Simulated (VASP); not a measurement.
A run of VASP 6.6.1 is set up as follows.

File POSCAR:

```
Sb
1.0
    3.1600000000      0.0000000000      0.0000000000
    0.0000000000      3.2785000000      0.0000000000
    0.0000000000      0.0000000000      3.1600000000
Sb
1
Direct
    0.0000000000      0.0000000000      0.0000000000
```

File INCAR.step1:

```
  ALGO = Normal
  EDIFF = 1E-4
  ENCUT = 520
  GGA = PE
  ISMEAR = 0
  LASPH = T
  LCHARG = F
  LREAL = F
  LWAVE = T
  NBANDS = 8
  NELM = 60
  PREC = Accurate
  SIGMA = 0.15
```

INCAR.step2

```
  ALGO = Normal
  EDIFF = 1E-6
  ENCUT = 520
  ISIF = 2
  ISMEAR = 0
  ISTART = 1
  LASPH = T
  LCHARG = F
  LMIXTAU = T
  LREAL = F
  LWAVE = F
  METAGGA = R2SCAN
  NBANDS = 8
  NELM = 60
  PREC = Accurate
  SIGMA = 0.15
```

The input KPOINTS:

```
k-points
0
Gamma
  16 16 16
```

Potentials or basis: VASP PAW PBE potentials, release 64 (Sb).

The run is started by

```console
$ cat potpaw_PBE.64/Sb/POTCAR > POTCAR
$ cp INCAR.step1 INCAR
$ mpirun -np 1 vasp_std > vasp.out
$ cp INCAR.step2 INCAR
$ mpirun -np 1 vasp_std > vasp.out
```

(1) Estimate the pressure.

Answers

(1) -5.0 GPa.

Caveat: the cell differs from its parent crystal (strain +0.0375 x Voigt [0, 1, 0, 0, 0, 0]); the PAW data sets were made with another functional, which shifts forces and pressure a little.
